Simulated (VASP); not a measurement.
# C in VASP: notebook

The runs below take C through single point, with PBE+D3(BJ).

Everything below comes from runs of VASP 6.6.1. Logs are shortened: lines on timing, memory, paths and dates and some standing lists are left out, and cuts for length are marked.

### Step 1. The cell of the first run

The cell holds a slab with vacuum, 4 atoms: a = 2.466 Å, b = 2.466 Å, c = 17.500 Å, α = 90.00°, β = 90.00°, γ = 120.00°.

### Step 2. Single point, PBE+D3(BJ)

INCAR reads:

```
SYSTEM = C
ALGO     = Normal         ! electronic algorithm
DIPOL    = 0.5 0.5 0.352
EDIFF    = 1E-7           ! SCF threshold, eV
ENCUT    = 520            ! plane-wave cutoff, eV
GGA      = PE             ! functional
IDIPOL   = 3            
ISIF     = 2              ! what is computed and relaxed
ISMEAR   = 0              ! smearing method
IVDW     = 12             ! dispersion correction
LASPH    = .TRUE.         ! aspherical terms in the spheres
LCHARG   = .FALSE.        ! write CHGCAR
LDIPOL   = .TRUE.       
LREAL    = .FALSE.        ! projectors in reciprocal space
LWAVE    = .FALSE.        ! write WAVECAR
NBANDS   = 16             ! bands
NELM     = 100            ! most SCF steps
PREC     = Accurate       ! precision mode
SIGMA    = 0.1            ! smearing width, eV
```

KPOINTS reads:

```
k-points
0
G
  15 15 1
  0 0 0
```

POSCAR reads:

```
C
1.0
    2.4657005714      0.0000000000      0.0000000000
   -1.2328502857      2.1353593330      0.0000000000
    0.0000000000      0.0000000000     17.5000000000
C
4
Direct
    0.3333333333      0.6666666667      0.2571428571
    0.6666666667      0.3333333333      0.2571428571
    0.3333333333      1.0000000000      0.4462857143
    0.6666666667      0.6666666667      0.4462857143
```

Potentials or basis: VASP PAW PBE potentials, release 64 (C).

The run is started by

```bash
$ cat potpaw_PBE.64/C/POTCAR > POTCAR
$ mpirun -np 1 vasp_std > vasp.out
```

OUTCAR:

```text
SYSTEM = C
   EDIFF = 1E-7
   ENCUT = 520
   GGA = PE
   ISIF = 2
   ISMEAR = 0
   IVDW = 12
   LASPH = .TRUE.
   LREAL = .FALSE.
   NELM = 100
   PREC = Accurate
 IVDW          = 12

 ion  position               nearest neighbor table
   1  0.333  0.667  0.257-   2 1.42   2 1.42   2 1.42
   2  0.667  0.333  0.257-   1 1.42   1 1.42   1 1.42
   3  0.333  0.000  0.446-   4 1.42   4 1.42   4 1.42
   4  0.667  0.667  0.446-   3 1.42   3 1.42   3 1.42

  LATTYP: Found a hexagonal cell.
 ALAT       =     2.4657005714
 C/A-ratio  =     7.0973743540

  Lattice vectors:

 A1 = (   2.4657005714,   0.0000000000,   0.0000000000)
 A2 = (  -1.2328502857,   2.1353593330,   0.0000000000)
 A3 = (   0.0000000000,   0.0000000000,  17.5000000000)

Analysis of symmetry for initial positions (statically):
=====================================================================
 Subroutine PRICEL returns:
 Original cell was already a primitive cell.

 Routine SETGRP: Setting up the symmetry group for a
 hexagonal supercell.

 Subroutine GETGRP returns: Found  4 space group operations
 (whereof  2 operations were pure point group operations)
 out of a pool of 24 trial point group operations.

The static configuration has the point symmetry C_1h.
 The point group associated with its full space group is C_2h.

Analysis of symmetry for dynamics (positions and initial velocities):
=====================================================================
 Subroutine PRICEL returns:
 Original cell was already a primitive cell.

 Routine SETGRP: Setting up the symmetry group for a
 hexagonal supercell.

 Subroutine GETGRP returns: Found  4 space group operations
 (whereof  2 operations were pure point group operations)
 out of a pool of 24 trial point group operations.

The dynamic configuration has the point symmetry C_1h.
 The point group associated with its full space group is C_2h.

 Subroutine INISYM returns: Found  4 space group operations
 (whereof  2 operations are pure point group operations),
 and found     1 'primitive' translations

----------------------------------------------------------------------------------------

                                     Primitive cell

  volume of cell :      92.1402

  direct lattice vectors                    reciprocal lattice vectors
     2.465700571  0.000000000  0.000000000     0.405564249  0.234152628  0.000000000
    -1.232850286  2.135359333  0.000000000     0.000000000  0.468305256  0.000000000
     0.000000000  0.000000000 17.500000000     0.000000000  0.000000000  0.057142857

  length of vectors
     2.465700571  2.465700571 17.500000000     0.468305256  0.468305256  0.057142857

[... 97 lines left out ...]
   EMIN   =  10.00;   EMAX   =-10.00  energy-range for DOS
   EFERMI =   0.00;   METHOD = LEGACY
   ISMEAR =     0;   SIGMA  =   0.10  broadening in eV -4-tet -1-fermi 0-gaus
   EFERMI_NEDOS =   21; number of points for ismear=-14 and -15
   IALGO  =     38    algorithm
   IMIX   =      4    mixing-type and parameters
     AMIX     =   0.40;   BMIX     =  1.00
     AMIX_MAG =   1.60;   BMIX_MAG =  1.00
  volume/ion in A,a.u.               =      23.04       155.45
  Fermi-wavevector in a.u.,A,eV,Ry     =   0.913338  1.725959 11.349803  0.834187
  Thomas-Fermi vector in A             =   2.037838
   LORBIT       =      0    0 simple, 1 ext, 2 COOP (PROOUT), +10 PAW based schemes
   GGA     = PE    functional components
   LHFCALC =     F    Hartree Fock is set to
   AEXX    =    0.0000 exact exchange contribution
   IVDW    =    12    specifies the selected vdW correction
   LEPSILON=     F    determine dielectric tensor
   LRPA    =     F    only Hartree local field effects (RPA)
 non-spin polarized calculation
 Gauss-broadening in eV      SIGMA  =   0.10
  energy-cutoff  :      520.00
  volume of cell :       92.14
 maximum number of plane-waves:      2521
   NGX =  9   NGY =  9   NGZ = 65

 dipolmoment           0.000000      0.000000      0.000222 electrons x Angstroem

 number of electron      15.9999998 magnetization

 dipolmoment           0.000000      0.000000     -0.000000 electrons x Angstroem

 Free energy of the ion-electron system (eV)
  ---------------------------------------------------
  ext. energy  EPLUGINS =         0.00000000
  ---------------------------------------------------
  free energy    TOTEN  =       -36.85957990 eV

  energy without entropy =      -36.85956725  energy(sigma->0) =      -36.85957358

 E-fermi :  -0.8455     XC(G=0):  -4.4224

 val. band max:       -1.0546430128   @ k =   0.3333   0.3333   0.0000
 cond. band min:      -0.6363786616   @ k =   0.3333   0.3333   0.0000
 fundamental gap:      0.4182643512
 Fermi energy:        -0.8455085689

 k-point     1 :       0.0000    0.0000    0.0000
  band No.  band energies     occupation
      1     -20.4384      2.00000
      2     -20.2707      2.00000
      3      -8.9598      2.00000
      4      -7.9157      2.00000
      5      -3.8746      2.00000
      6      -3.8741      2.00000
[... 433 lines left out ...]
      3      -9.5965      2.00000
      4      -9.5310      2.00000
      5      -6.6862      2.00000
      6      -6.6620      2.00000
[... 8 lines left out ...]
     15       7.5165      0.00000
     16       8.6887      0.00000

 [... further k-points ...]

------------------------ aborting loop because EDIFF is reached ----------------------------------------

 vacuum level on the upper side and lower side of the slab       (xc-potential included)        -0.111        -0.112

 Edisp (eV)   -0.48396

 E8    (eV) :    -0.1449

  FORCE on cell =-STRESS in cart. coord.  units (eV):
  Direction    XX          YY          ZZ          XY          YZ          ZX
  --------------------------------------------------------------------------------------
  -------------------------------------------------------------------------------------
  Total       0.07433     0.09926     0.17210    -0.02159     0.07057    -0.04075
  in kB       1.29246     1.72600     2.99261    -0.37546     1.22717    -0.70850
  external pressure =        2.00 kB  Pullay stress =        0.00 kB

 VOLUME and BASIS-vectors are now :
 -----------------------------------------------------------------------------
  energy-cutoff  :      520.00
  volume of cell :       92.14
      direct lattice vectors                 reciprocal lattice vectors
     2.465700571  0.000000000  0.000000000     0.405564249  0.234152628  0.000000000
    -1.232850286  2.135359333  0.000000000     0.000000000  0.468305256  0.000000000
     0.000000000  0.000000000 17.500000000     0.000000000  0.000000000  0.057142857

 POSITION                                       TOTAL-FORCE (eV/Angst)
 -----------------------------------------------------------------------------------
     -0.00000      1.42357      4.50000         0.007559     -0.009850     -0.029823
      1.23285      0.71179      4.50000         0.004750     -0.011471     -0.029823
      0.82190      0.00000      7.81000        -0.004750      0.011471      0.029823
      0.82190      1.42357      7.81000        -0.007559      0.009850      0.029823
 -----------------------------------------------------------------------------------
    total drift:                               -0.000000     -0.000000     -0.000014

  FREE ENERGIE OF THE ION-ELECTRON SYSTEM (eV)
  ---------------------------------------------------
  free  energy   TOTEN  =       -37.3435438709 eV

  energy  without entropy=      -37.3435312248  energy(sigma->0) =      -37.34353755

 vacuum level on the upper side and lower side of the slab         3.393         3.392
```

OSZICAR:

```text
N       E                     dE             d eps       ncg     rms          rms(c)
DAV:   1     0.878246001472E+02    0.87825E+02   -0.67352E+03  2048   0.812E+02
DAV:   2    -0.309516580707E+02   -0.11878E+03   -0.10526E+03  2928   0.193E+02
DAV:   3    -0.391631889628E+02   -0.82115E+01   -0.81296E+01  2664   0.535E+01
[... 12 lines left out ...]
DAV:  16    -0.368595556454E+02   -0.46592E-04   -0.20780E-06  2544   0.826E-03    0.379E-03
DAV:  17    -0.368595772973E+02   -0.21652E-04   -0.18121E-06  2184   0.588E-03    0.176E-03
DAV:  18    -0.368595785864E+02   -0.12891E-05   -0.46696E-08  1992   0.129E-03    0.540E-04
DAV:  19    -0.368595798143E+02   -0.12279E-05   -0.34183E-08  1664   0.944E-04    0.103E-04
DAV:  20    -0.368595798996E+02   -0.85337E-07   -0.37337E-09  1832   0.347E-04
   1 F= -.37343544E+02 E0= -.37343538E+02  d E =-.126460E-04
```

stdout:

```text
POSCAR found type information on POSCAR C
 POSCAR found :  1 types and       4 ions
 scaLAPACK will be used
 LDA part: xc-table for (Slater+PW92), standard interpolation
 POSCAR, INCAR and KPOINTS ok, starting setup
 FFT: planning ... GRIDC
 FFT: planning ... GRID_SOFT
 FFT: planning ... GRID
 WAVECAR not read
 entering main loop
```

Run time: 69 s. Hardware: 1 thread of Intel Xeon 6975P-C (Granite Rapids), shared host; peak memory 0.23 GiB.

Results:

```yaml
Free_energy: -37.3435 eV
Largest_force: 0.032 eV/Å
Band_gap_on_the_k_mesh: 0.42 eV, direct
Dispersion_energy_per_atom: -0.121 eV
```

Forces in eV/Å, atoms in the order of the input:
```
C    0.008 -0.010 -0.030
C    0.005 -0.011 -0.030
C   -0.005  0.011  0.030
C   -0.008  0.010  0.030
```

Levels at points of the mesh, in eV from the valence-band top:
```csv
k point,band 4,band 5,band 6,band 7,band 8,band 9,band 10,band 11,band 12,band 13
"(0.00, 0.00, 0.00)",-6.86,-2.82,-2.82,-2.81,-2.81,3.65,4.09,5.02,6.75,7.00
```

### Step 3. Single point, PBE+D3(BJ)

INCAR reads:

```
SYSTEM = C
PREC = Accurate
ENCUT = 520
EDIFF = 1E-6
ISMEAR = 0
SIGMA = 0.1
LREAL = .FALSE.
LASPH = .TRUE.
NELM = 80
ALGO = Normal
ISIF = 2
LWAVE = .FALSE.
LCHARG = .TRUE.
LDIPOL = .TRUE.
IDIPOL = 3
DIPOL = 0.5 0.5 0.352
GGA = PE
IVDW = 12
LELF = .TRUE.
LVHAR = .TRUE.
LVACPOTAV = .TRUE.
NBANDS = 16
```

KPOINTS reads:

```
regular mesh
0
G
  15 15 1
  0 0 0
```

POSCAR: that of step 2 with these lines changed.

```diff
@@ -10,3 +10,3 @@
     0.6666666667      0.3333333333      0.2571428571
-    0.3333333333      1.0000000000      0.4462857143
-    0.6666666667      0.6666666667      0.4462857143
+    0.3333333333      0.8333333333      0.4462857143
+    0.6666666667      0.5000000000      0.4462857143
```

Potentials or basis: VASP PAW PBE potentials, release 64 (C).

The run is started by

```bash
$ cat potpaw_PBE.64/C/POTCAR > POTCAR
$ mpirun -np 1 vasp_std > vasp.out
```

It took 88 s on 1 thread of Intel Xeon 6975P-C (Granite Rapids), shared host; peak memory 0.23 GiB.

Results (log left out):

- Free energy: -37.3316 eV
- Largest force: 0.054 eV/Å
- Band gap on the k mesh: 0.64 eV, direct
- Dispersion energy per atom: -0.121 eV

Forces in eV/Å, atoms in the order of the input:
```
C    0.008 -0.012 -0.052
C    0.006 -0.012 -0.052
C   -0.006  0.012  0.052
C   -0.008  0.012  0.052
```

Levels at points of the mesh, in eV from the valence-band top:
| k point | band 4 | band 5 | band 6 | band 7 | band 8 | band 9 | band 10 | band 11 | band 12 | band 13 |
| --- | --- | --- | --- | --- | --- | --- | --- | --- | --- | --- |
| (0.00, 0.00, 0.00) | -6.76 | -2.72 | -2.71 | -2.70 | -2.70 | 3.75 | 4.20 | 5.13 | 6.86 | 7.11 |

### Step 4. Single point, PBE+D3(BJ)

INCAR reads:

```
PREC = Accurate ; ENCUT = 520
EDIFF = 1E-7 ; ISMEAR = 0
SIGMA = 0.1 ; LREAL = F
LASPH = T ; NELM = 60
ALGO = Normal ; ISIF = 2
LWAVE = F ; LCHARG = T
LDIPOL = T ; IDIPOL = 3
DIPOL = 0.5 0.5 0.352 ; GGA = PE
IVDW = 12 ; LELF = T
LVHAR = T ; LVACPOTAV = T
NBANDS = 16
```

KPOINTS reads:

```
Automatic mesh
0
Gamma
  15 15 1
```

POSCAR: that of step 3 with these lines changed.

```diff
@@ -10,3 +10,3 @@
     0.6666666667      0.3333333333      0.2571428571
-    0.3333333333      0.8333333333      0.4462857143
-    0.6666666667      0.5000000000      0.4462857143
+    0.5000000000      1.0000000000      0.4462857143
+    0.8333333333      0.6666666667      0.4462857143
```

Potentials or basis: VASP PAW PBE potentials, release 64 (C).

The run is started by

```bash
$ cat potpaw_PBE.64/C/POTCAR > POTCAR
$ mpirun -np 1 vasp_std > vasp.out
```

OUTCAR:

```text
PREC = Accurate
   ENCUT = 520
   EDIFF = 1E-7
   ISMEAR = 0
   LREAL = F
   LASPH = T
   NELM = 60
   ISIF = 2
   GGA = PE
   IVDW = 12
 IVDW          = 12

 ion  position               nearest neighbor table
   1  0.333  0.667  0.257-   2 1.42   2 1.42   2 1.42
   2  0.667  0.333  0.257-   1 1.42   1 1.42   1 1.42
   3  0.500  0.000  0.446-   4 1.42   4 1.42   4 1.42
   4  0.833  0.667  0.446-   3 1.42   3 1.42   3 1.42

  LATTYP: Found a hexagonal cell.
 ALAT       =     2.4657005714
 C/A-ratio  =     7.0973743540

  Lattice vectors:

 A1 = (   2.4657005714,   0.0000000000,   0.0000000000)
 A2 = (  -1.2328502857,   2.1353593330,   0.0000000000)
 A3 = (   0.0000000000,   0.0000000000,  17.5000000000)

Analysis of symmetry for initial positions (statically):
=====================================================================
 Subroutine PRICEL returns:
 Original cell was already a primitive cell.

 Routine SETGRP: Setting up the symmetry group for a
 hexagonal supercell.

 Subroutine GETGRP returns: Found  4 space group operations
 (whereof  2 operations were pure point group operations)
 out of a pool of 24 trial point group operations.

The static configuration has the point symmetry C_1h.
 The point group associated with its full space group is C_2h.

Analysis of symmetry for dynamics (positions and initial velocities):
=====================================================================
 Subroutine PRICEL returns:
 Original cell was already a primitive cell.

 Routine SETGRP: Setting up the symmetry group for a
 hexagonal supercell.

 Subroutine GETGRP returns: Found  4 space group operations
 (whereof  2 operations were pure point group operations)
 out of a pool of 24 trial point group operations.

The dynamic configuration has the point symmetry C_1h.
 The point group associated with its full space group is C_2h.

 Subroutine INISYM returns: Found  4 space group operations
 (whereof  2 operations are pure point group operations),
 and found     1 'primitive' translations

[... 124 lines left out ...]
   LHFCALC =     F    Hartree Fock is set to
   AEXX    =    0.0000 exact exchange contribution
   IVDW    =    12    specifies the selected vdW correction
   LEPSILON=     F    determine dielectric tensor
   LRPA    =     F    only Hartree local field effects (RPA)
 non-spin polarized calculation
 Gauss-broadening in eV      SIGMA  =   0.10
  energy-cutoff  :      520.00
  volume of cell :       92.14
 maximum number of plane-waves:      2521
   NGX =  9   NGY =  9   NGZ = 65

 dipolmoment           0.000000      0.000000      0.000221 electrons x Angstroem

 number of electron      15.9999998 magnetization

 dipolmoment           0.000000      0.000000     -0.000000 electrons x Angstroem

 Free energy of the ion-electron system (eV)
  ---------------------------------------------------
  ext. energy  EPLUGINS =         0.00000000
  ---------------------------------------------------
  free energy    TOTEN  =       -36.85677912 eV

  energy without entropy =      -36.85677613  energy(sigma->0) =      -36.85677762

 E-fermi :  -0.8431     XC(G=0):  -4.4223

 val. band max:       -1.0843624607   @ k =   0.3333   0.3333   0.0000
 cond. band min:      -0.6019335051   @ k =   0.3333   0.3333   0.0000
 fundamental gap:      0.4824289557
 Fermi energy:        -0.8431422033

 k-point     1 :       0.0000    0.0000    0.0000
  band No.  band energies     occupation
      1     -20.4390      2.00000
      2     -20.2711      2.00000
      3      -8.9611      2.00000
      4      -7.9159      2.00000
      5      -3.8747      2.00000
      6      -3.8709      2.00000
[... 433 lines left out ...]
      3      -9.5984      2.00000
      4      -9.5295      2.00000
      5      -6.6850      2.00000
      6      -6.6641      2.00000
[... 8 lines left out ...]
     15       7.4872      0.00000
     16       8.6913      0.00000

 [... further k-points ...]

------------------------ aborting loop because EDIFF is reached ----------------------------------------

 Edisp (eV)   -0.48395

 E8    (eV) :    -0.1449

  FORCE on cell =-STRESS in cart. coord.  units (eV):
  Direction    XX          YY          ZZ          XY          YZ          ZX
  --------------------------------------------------------------------------------------
  -------------------------------------------------------------------------------------
  Total       0.06299     0.09672     0.20590     0.00000     0.09877     0.00000
  in kB       1.09522     1.68175     3.58035     0.00000     1.71747     0.00000
  external pressure =        2.12 kB  Pullay stress =        0.00 kB

 VOLUME and BASIS-vectors are now :
 -----------------------------------------------------------------------------
  energy-cutoff  :      520.00
  volume of cell :       92.14
      direct lattice vectors                 reciprocal lattice vectors
     2.465700571  0.000000000  0.000000000     0.405564249  0.234152628  0.000000000
    -1.232850286  2.135359333  0.000000000     0.000000000  0.468305256  0.000000000
     0.000000000  0.000000000 17.500000000     0.000000000  0.000000000  0.057142857

 POSITION                                       TOTAL-FORCE (eV/Angst)
 -----------------------------------------------------------------------------------
     -0.00000      1.42357      4.50000         0.000000     -0.014431     -0.038087
      1.23285      0.71179      4.50000         0.000000     -0.015412     -0.031815
      1.23285      0.00000      7.81000        -0.000000      0.015412      0.031815
      1.23285      1.42357      7.81000        -0.000000      0.014431      0.038087
 -----------------------------------------------------------------------------------
    total drift:                                0.000000     -0.000000     -0.000017

  FREE ENERGIE OF THE ION-ELECTRON SYSTEM (eV)
  ---------------------------------------------------
  free  energy   TOTEN  =       -37.3407271875 eV

  energy  without entropy=      -37.3407242042  energy(sigma->0) =      -37.34072570

 vacuum level on the upper side and lower side of the slab         3.444         3.444
```

OSZICAR:

```text
N       E                     dE             d eps       ncg     rms          rms(c)
DAV:   1     0.876521238254E+02    0.87652E+02   -0.67468E+03  2048   0.813E+02
DAV:   2    -0.306688839141E+02   -0.11832E+03   -0.10660E+03  2944   0.192E+02
DAV:   3    -0.391510996182E+02   -0.84822E+01   -0.83888E+01  2576   0.542E+01
[... 12 lines left out ...]
DAV:  16    -0.368567546070E+02   -0.46160E-04   -0.19604E-06  2488   0.804E-03    0.386E-03
DAV:  17    -0.368567762646E+02   -0.21658E-04   -0.17449E-06  2192   0.578E-03    0.162E-03
DAV:  18    -0.368567776393E+02   -0.13747E-05   -0.36872E-08  2024   0.119E-03    0.804E-04
DAV:  19    -0.368567790289E+02   -0.13896E-05   -0.42928E-08  1744   0.103E-03    0.921E-05
DAV:  20    -0.368567791152E+02   -0.86330E-07   -0.34670E-09  1904   0.333E-04
   1 F= -.37340727E+02 E0= -.37340726E+02  d E =-.298328E-05
```

Wall time 77 s (1 thread of Intel Xeon 6975P-C (Granite Rapids), shared host); peak memory 0.23 GiB.

Results:

* Free energy: -37.3407 eV
* Largest force: 0.041 eV/Å
* Band gap on the k mesh: 0.48 eV, direct
* Dispersion energy per atom: -0.121 eV

Forces on the atoms (eV/Å):
```
C    0.000 -0.014 -0.038
C    0.000 -0.015 -0.032
C    0.000  0.015  0.032
C    0.000  0.014  0.038
```
